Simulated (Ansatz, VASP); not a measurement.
## One calculation of ZrB2, two programs

```
Zr B
1.0
     3.19099    0.00000    0.00000
    -1.59550    2.76348    0.00000
     0.00000    0.00000    3.55640
Zr B
1 2
Direct
  0.00000 0.00000 0.00000
  0.66667 0.33333 0.50000
  0.33333 0.66667 0.50000
```

Alike in both runs: task single point; functional PBEsol; dispersion D4; k mesh 10 × 10 × 8; occupations fermi-dirac, width 0.05 eV; no spin polarisation.

|  | VASP | Ansatz |
| --- | --- | --- |
| version | VASP 6.6.1 | Ansatz 0.2.0 |
| potentials or method | VASP PAW PBE potentials, release 64 (Zr_sv, B) | Ansatz PAW |
| plane-wave cutoff (eV) | 520 | 420 |
| valence electrons in the cell | 18 | 18 |

VASP gave:

| Property | Result |
| --- | --- |
| gap on the k mesh at the Fermi level (eV) | none |
| pressure (GPa) | -11.4 |
| traceless stress, the component that is largest in VASP (GPa) | -0.50 |

**Question.** What did Ansatz give for the same quantities?

**Answer.** gap on the k mesh at the Fermi level (eV): none; pressure (GPa): -11.7; traceless stress, the component that is largest in VASP (GPa): -0.50.

VASP's potentials were made for PBE, not for PBEsol. A gap of «none» marks a metal or a gap that the smearing closes.
